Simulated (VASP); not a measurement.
# NbH (I4/mmm) in VASP: notebook, part 2 of 2

VASP 6.6.1. Earlier steps stand in the parts before.

### 3 Single point, r2SCAN

This run uses another cell than the first one, of 10.76 Å³/atom.

File POSCAR:

```
NbH
1.0
   -1.6333123551      1.6333123551      2.0168363072
    1.6333123551     -1.6333123551      2.0168363072
    1.6333123551      1.6333123551     -2.0168363072
Nb H
1 1
Direct
    0.0000000000      0.0000000000      0.0000000000
    0.5000000000      0.5000000000      0.0000000000
```

File INCAR.step1:

```
SYSTEM = NbH
  PREC = Accurate
  ENCUT = 520
  ISMEAR = -1
  SIGMA = 0.1
  LREAL = .FALSE.
  LASPH = .TRUE.
  NELM = 80
  NBANDS = 14
  GGA = PE
  ALGO = Normal
  EDIFF = 1E-4
  LWAVE = .TRUE.
  LCHARG = .FALSE.
```

File INCAR.step2:

```
SYSTEM = NbH
  PREC = Accurate
  ENCUT = 520
  EDIFF = 1E-6
  ISMEAR = -1
  SIGMA = 0.1
  LREAL = .FALSE.
  LASPH = .TRUE.
  NELM = 80
  ALGO = Normal
  ISIF = 2
  LWAVE = .FALSE.
  LCHARG = .FALSE.
  METAGGA = R2SCAN
  LMIXTAU = .TRUE.
  NBANDS = 14
  ISTART = 1
```

File KPOINTS:

```
regular mesh
0
G
  10 10 10
  0 0 0
```

Potentials or basis: VASP PAW PBE potentials, release 64 (Nb_sv, H).

On the command line:

```console
cat potpaw_PBE.64/Nb_sv/POTCAR potpaw_PBE.64/H/POTCAR > POTCAR
cp INCAR.step1 INCAR
mpirun -np 1 vasp_std > vasp.out
cp INCAR.step2 INCAR
mpirun -np 1 vasp_std > vasp.out
```

OUTCAR:

```text
SYSTEM = NbH
   PREC = Accurate
   ENCUT = 520
   EDIFF = 1E-6
   ISMEAR = -1
   LREAL = .FALSE.
   LASPH = .TRUE.
   NELM = 80
   ISIF = 2
   METAGGA = R2SCAN
   ISTART = 1

 ion  position               nearest neighbor table
   1  0.000  0.000  0.000-
   2  0.500  0.500  0.000-

  LATTYP: Found a body centered tetragonal cell.
 ALAT       =     3.2666247102
 C/A-ratio  =     1.2348135988

  Lattice vectors:

[... 590 lines left out ...]
     14      25.7045      0.00000

 [... further k-points ...]

------------------------ aborting loop because EDIFF is reached ----------------------------------------

  FORCE on cell =-STRESS in cart. coord.  units (eV):
  Direction    XX          YY          ZZ          XY          YZ          ZX
  --------------------------------------------------------------------------------------
  -------------------------------------------------------------------------------------
  Total       -1.5339462     -1.5339462     -1.7855919      0.0000000     -0.0000000      0.0000000
  in kB     -114.1961805   -114.1961805   -132.9301967      0.0000000     -0.0000000      0.0000000
  external PRESSURE =    -120.4408526 kB  Pullay stress =       0.0000000 kB

 VOLUME and BASIS-vectors are now :
 -----------------------------------------------------------------------------
  energy-cutoff  :      520.00
  volume of cell :       21.52
      direct lattice vectors                 reciprocal lattice vectors
    -1.633312355  1.633312355  2.016836307     0.000000000  0.306126381  0.247913030
     1.633312355 -1.633312355  2.016836307     0.306126381  0.000000000  0.247913030
     1.633312355  1.633312355 -2.016836307     0.306126381  0.306126381  0.000000000

 POSITION                                       TOTAL-FORCE (eV/Angst)
 -----------------------------------------------------------------------------------
      0.00000      0.00000      0.00000         0.000000      0.000000      0.000000
      0.00000      0.00000      2.01684        -0.000000     -0.000000     -0.000000
 -----------------------------------------------------------------------------------
    total drift:                               -0.000000      0.000000      0.000000

  FREE ENERGIE OF THE ION-ELECTRON SYSTEM (eV)
  ---------------------------------------------------
  free  energy   TOTEN  =       -28.6020861310 eV

  energy  without entropy=      -28.5723203908  energy(sigma->0) =      -28.58720326
```

OUTCAR.step1:

```text
SYSTEM = NbH
   PREC = Accurate
   ENCUT = 520
   ISMEAR = -1
   LREAL = .FALSE.
   LASPH = .TRUE.
[... 629 lines left out ...]
      0.00000      0.00000      0.00000        -0.000000     -0.000000      0.000000
      0.00000      0.00000      2.01684         0.000000      0.000000     -0.000000
 -----------------------------------------------------------------------------------
    total drift:                               -0.000000      0.000000     -0.000000

  FREE ENERGIE OF THE ION-ELECTRON SYSTEM (eV)
  ---------------------------------------------------
  free  energy   TOTEN  =       -13.8420665611 eV

  energy  without entropy=      -13.8083931900  energy(sigma->0) =      -13.82522988
```

OSZICAR.step1:

```text
N       E                     dE             d eps       ncg     rms          rms(c)
DAV:   1     0.117584747838E+03    0.11758E+03   -0.76867E+03  2856   0.102E+03
DAV:   2    -0.101730276621E+02   -0.12776E+03   -0.12160E+03  3306   0.358E+02
DAV:   3    -0.145095528109E+02   -0.43365E+01   -0.41707E+01  4066   0.577E+01
DAV:   4    -0.147544957132E+02   -0.24494E+00   -0.24403E+00  3758   0.125E+01
DAV:   5    -0.147616867222E+02   -0.71910E-02   -0.71899E-02  4158   0.186E+00    0.732E+00
DAV:   6    -0.139161046612E+02    0.84558E+00   -0.89956E-01  4542   0.114E+01    0.227E+00
DAV:   7    -0.138396052086E+02    0.76499E-01   -0.19702E-01  4934   0.464E+00    0.896E-01
DAV:   8    -0.138420538597E+02   -0.24487E-02   -0.15008E-02  3314   0.140E+00    0.110E-01
DAV:   9    -0.138420652940E+02   -0.11434E-04   -0.14028E-03  4686   0.381E-01    0.398E-02
DAV:  10    -0.138420665611E+02   -0.12671E-05   -0.29204E-05  1920   0.576E-02
   1 F= -.13842067E+02 E0= -.13825230E+02  d E =-.336734E-01
```

It took 59 s on 1 thread of Intel Xeon Platinum 8488C (Sapphire Rapids), shared host; peak memory 0.16 GiB.

Results:

| Property | Result |
| --- | --- |
| Free energy | -28.6021 eV |
| Pressure | -12.0 GPa |
| Band gap on the k mesh | zero (bands 7 and 8 overlap by 3.73 eV) |

Stress tensor (GPa, compression positive):
```
-11.42   0.00   0.00
  0.00 -11.42   0.00
  0.00   0.00 -13.29
```

Caveat: the cell stands under tension; the PAW data sets were made with another functional, which shifts forces and pressure a little.

### 4 Single point, r2SCAN

This run uses another cell than the first one, of 11.02 Å³/atom.

File POSCAR:

```
NbH
1.0
   -1.6461736119      1.6461736119      2.0327175619
    1.6461736119     -1.6461736119      2.0327175619
    1.6461736119      1.6461736119     -2.0327175619
Nb H
1 1
Direct
    0.0000000000      0.0000000000      0.0000000000
    0.5000000000      0.5000000000      0.0000000000
```

File INCAR.step1:

```
SYSTEM = NbH
ALGO = Normal
EDIFF = 1E-4
ENCUT = 520
GGA = PE
ISMEAR = -1
LASPH = .True.
LCHARG = .False.
LREAL = .False.
LWAVE = .True.
NBANDS = 14
NELM = 100
PREC = Accurate
SIGMA = 0.1
```

File INCAR.step2:

```
SYSTEM = NbH
ALGO = Normal
EDIFF = 1E-6
ENCUT = 520
ISIF = 2
ISMEAR = -1
ISTART = 1
LASPH = .True.
LCHARG = .True.
LELF = .True.
LMIXTAU = .True.
LREAL = .False.
LVHAR = .True.
LWAVE = .False.
METAGGA = R2SCAN
NBANDS = 14
NELM = 100
PREC = Accurate
SIGMA = 0.1
```

File KPOINTS:

```
k-points
0
Gamma
  10 10 10
  0 0 0
```

On the command line:

```console
cat potpaw_PBE.64/Nb_sv/POTCAR potpaw_PBE.64/H/POTCAR > POTCAR
cp INCAR.step1 INCAR
mpirun -np 1 vasp_std > vasp.out
cp INCAR.step2 INCAR
mpirun -np 1 vasp_std > vasp.out
```

Wall time 56 s (1 thread of Intel Xeon Platinum 8488C (Sapphire Rapids), shared host); peak memory 0.16 GiB.

It converged, with:

```yaml
Free_energy: -28.5586 eV
Pressure: -15.4 GPa
Band_gap_on_the_k_mesh: zero (bands 7 and 8 overlap by 3.61 eV)
```

Stress tensor (GPa, compression positive):
```
-14.59   0.00   0.00
  0.00 -14.59   0.00
  0.00   0.00 -16.90
```

Levels at points of the mesh, in eV from the Fermi level:
| k point | band 5 | band 6 | band 7 | band 8 | band 9 | band 10 |
| --- | --- | --- | --- | --- | --- | --- |
| (0.00, 0.00, 0.00) | -9.86 | -0.76 | -0.76 | 0.69 | 0.97 | 1.95 |
| (0.50, 0.00, 0.00) | -5.28 | -4.39 | -1.50 | 0.10 | 3.04 | 3.91 |
| (0.50, 0.50, 0.00) | -8.06 | -3.26 | 0.87 | 3.06 | 3.43 | 4.34 |
| (0.50, 0.50, 0.50) | -7.99 | -3.52 | 3.25 | 3.54 | 3.90 | 3.90 |

Caveat: the cell stands under tension; the PAW data sets were made with another functional, which shifts forces and pressure a little.

### 5 Single point, r2SCAN

This run uses another cell than the first one, of 11.27 Å³/atom.

File POSCAR:

```
NbH
1.0
   -1.6588369835      1.6588369835      2.0483544654
    1.6588369835     -1.6588369835      2.0483544654
    1.6588369835      1.6588369835     -2.0483544654
Nb H
1 1
Direct
    0.0000000000      0.0000000000      0.0000000000
    0.5000000000      0.5000000000      0.0000000000
```

File INCAR.step1:

```
PREC = Accurate
ENCUT = 520
ISMEAR = -1
SIGMA = 0.1
LREAL = False
LASPH = True
NELM = 60
NBANDS = 14
GGA = PE
ALGO = Normal
EDIFF = 1E-4
LWAVE = True
LCHARG = False
```

File INCAR.step2:

```
PREC = Accurate
ENCUT = 520
EDIFF = 1E-7
ISMEAR = -1
SIGMA = 0.1
LREAL = False
LASPH = True
NELM = 60
ALGO = Normal
ISIF = 2
LWAVE = False
LCHARG = False
METAGGA = R2SCAN
LMIXTAU = True
NBANDS = 14
ISTART = 1
```

File KPOINTS:

```
regular mesh
0
Gamma
  10 10 10
```

On the command line:

```console
cat potpaw_PBE.64/Nb_sv/POTCAR potpaw_PBE.64/H/POTCAR > POTCAR
cp INCAR.step1 INCAR
mpirun -np 1 vasp_std > vasp.out
cp INCAR.step2 INCAR
mpirun -np 1 vasp_std > vasp.out
```

It took 64 s on 1 thread of Intel Xeon Platinum 8488C (Sapphire Rapids), shared host; peak memory 0.16 GiB.

It converged, with:

| Quantity | Value |
| --- | --- |
| Free energy | -28.5051 eV |
| Pressure | -18.3 GPa |
| Band gap on the k mesh | zero (bands 7 and 8 overlap by 3.48 eV) |

Stress tensor (GPa, compression positive):
```
-17.38   0.00   0.00
  0.00 -17.38   0.00
  0.00   0.00 -20.09
```

Levels at points of the mesh, in eV from the Fermi level:
```tsv
k point	band 5	band 6	band 7	band 8	band 9	band 10
(0.00, 0.00, 0.00)	-9.73	-0.74	-0.74	0.68	0.95	1.90
(0.50, 0.00, 0.00)	-5.24	-4.29	-1.44	0.11	2.96	3.79
(0.50, 0.50, 0.00)	-7.89	-3.16	0.81	2.98	3.33	4.20
(0.50, 0.50, 0.50)	-7.81	-3.41	3.14	3.44	3.78	3.78
```

Caveat: the cell stands under tension; the PAW data sets were made with another functional, which shifts forces and pressure a little.

### 6 Overview

```tsv
cell	gap on the mesh (eV)	pressure (GPa)
a = 3.042 Å, angles 115.6, 115.6, 97.7°, 2 atoms	none	-8.3
a = 3.066 Å, angles 115.6, 115.6, 97.7°, 2 atoms	none	-12.0
a = 3.091 Å, angles 115.6, 115.6, 97.7°, 2 atoms	none	-15.4
a = 3.114 Å, angles 115.6, 115.6, 97.7°, 2 atoms	none	-18.3
```

Alike in all rows: task single point; level r2SCAN; potentials or basis VASP PAW PBE potentials, release 64 (Nb_sv, H); no spin polarisation; k mesh 10 × 10 × 10; cutoff (eV) 520; smearing fermi-dirac 0.1 eV.

Caveats: the cell stands under tension; the PAW data sets were made with another functional, which shifts forces and pressure a little.

Absolute energies hang on the potentials; compare differences alone.
